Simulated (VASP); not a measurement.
CdS, 2 atoms in the cell. Symmetry: Fm-3m, No. 225, cubic system. Conventional cell: a = 5.506 Å, b = 5.506 Å, c = 5.506 Å, α = 90.00°, β = 90.00°, γ = 90.00°. Cd (site symmetry m-3m) has 6 S at 2.75 Å within 3.6 Å. Within 3.6 Å of S (site symmetry m-3m) lie 6 Cd at 2.75 Å. 

```yaml
Program: VASP 6.6.1
Task: relaxation of cell and atoms
Functional: PBEsol
Dispersion: D4
Potentials_or_basis: VASP PAW PBE potentials, release 64 (Cd_sv_GW, S)
Cutoff: 540 eV
k_mesh: 8 × 8 × 8
Occupations: fermi-dirac, width 0.05 eV
Spin: no spin polarisation
Dipole_correction: no
Second_run: valence_matched
Further_INCAR_settings: ALGO = Normal; EDIFF = 1e-07; IBRION = 2; EDIFFG = -0.01; NSW = 60; ISIF = 3
```

Potentials or basis: VASP PAW PBE potentials, release 64 (Cd_sv_GW, S).

Launch:

```sh
$ cat potpaw_PBE.64/Cd_sv_GW/POTCAR potpaw_PBE.64/S/POTCAR > POTCAR
$ mpirun -np 1 vasp_std > vasp.out
```

Hardware: 1 thread of AMD EPYC 9R45 96-Core Processor (Zen 5), on a shared host.

**Question.** Estimate the wall time of this run.

**Answer.** Wall time 34 s on 1 thread of AMD EPYC 9R45 96-Core Processor (Zen 5), with other jobs on the host, peak memory 0.17 GiB. Counts: scf iterations 37, k points 29, ion steps 3.
